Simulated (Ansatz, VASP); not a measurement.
## One calculation of Ge2Sb2Te5, two programs

INCAR

```
SYSTEM = Ge2Sb2Te5
PREC = Accurate ; ENCUT = 520
EDIFF = 1E-6 ; ISMEAR = 0
SIGMA = 0.03 ; LREAL = .False.
LASPH = .True. ; NELM = 100
ALGO = Fast ; ISIF = 2
LWAVE = .False. ; LCHARG = .True.
GGA = PE ; LELF = .True.
LVHAR = .True. ; NBANDS = 44
```

Contents of KPOINTS:

```
Automatic mesh
0
Gamma
  12 12 2
  0 0 0
```

The input POSCAR:

```
Ge2Sb2Te5
1.0
    4.1172919326      0.0000000000      0.0000000000
   -2.0586459663      3.5656794085      0.0000000000
    0.0000000000      0.0000000000     20.9500165408
Ge Sb Te
2 2 5
Direct
    0.0000000000      0.0000000000      0.3314713560
    0.0000000000      0.0000000000      0.6685286440
    0.3333333333      0.6666666667      0.1121550832
    0.6666666667      0.3333333333      0.8878449168
    0.0000000000      0.0000000000      0.0000000000
    0.3333333333      0.6666666667      0.7913602895
    0.6666666667      0.3333333333      0.2086397105
    0.3333333333      0.6666666667      0.4097504733
    0.6666666667      0.3333333333      0.5902495267
```

Input for Ansatz:

```yaml
crystal:
  lattice:
    - [4.1172919326, 0.0, 0.0]
    - [-2.0586459663, 3.5656794085, 0.0]
    - [0.0, 0.0, 20.9500165408]
  atoms:
    - { symbol: Ge, position: [0.0, 0.0, 0.331471356] }
    - { symbol: Ge, position: [0.0, 0.0, 0.668528644] }
    - { symbol: Sb, position: [0.3333333333, 0.6666666667, 0.1121550832] }
    - { symbol: Sb, position: [0.6666666667, 0.3333333333, 0.8878449168] }
    - { symbol: Te, position: [0.0, 0.0, 0.0] }
    - { symbol: Te, position: [0.3333333333, 0.6666666667, 0.7913602895] }
    - { symbol: Te, position: [0.6666666667, 0.3333333333, 0.2086397105] }
    - { symbol: Te, position: [0.3333333333, 0.6666666667, 0.4097504733] }
    - { symbol: Te, position: [0.6666666667, 0.3333333333, 0.5902495267] }
basis:
  ecutwfc: 420
kpoints:
  mp_grid: { grid: [12, 12, 2] }
hamiltonian:
  xc: pbe
  pseudopotentials: { kind: paw, azcp: { folder: soft_1 } }
scf:
  occupations: { method: gaussian, width: 0.03 }
output:
  forces: true
  stress: true
  eigenvalues: true
```

Alike in both runs: task single point; functional PBE; k mesh 12 × 12 × 2; occupations gaussian, width 0.03 eV; no spin polarisation.

|  | VASP | Ansatz |
| --- | --- | --- |
| version | VASP 6.6.1 | Ansatz 0.2.0 |
| potentials or method | VASP PAW PBE potentials, release 64 (Ge_d, Sb, Te), cutoff 520 eV | scalar-relativistic, plane waves, PAW |
| valence electrons in the cell | 68 | 138 |

Ansatz gave:

- gap on the k mesh at the Fermi level (eV): none
- pressure (GPa): -2.9
- traceless stress, the component that is largest in VASP (GPa): -3.94
- rms of the force components (eV/Å): 0.450

Problem. Which values does VASP return?

Solution. gap on the k mesh at the Fermi level (eV): none; pressure (GPa): -3.0; traceless stress, the component that is largest in VASP (GPa): -3.92; rms of the force components (eV/Å): 0.445.

Atom by atom the forces differ by 0.006 eV/Å (rms over components). A gap of «none» marks a metal or a gap that the smearing closes. VASP's potentials hold 68 valence electrons a cell and Ansatz's 138, so a difference there can come from the potentials and not from the codes.

Neither program's run includes spin-orbit coupling.
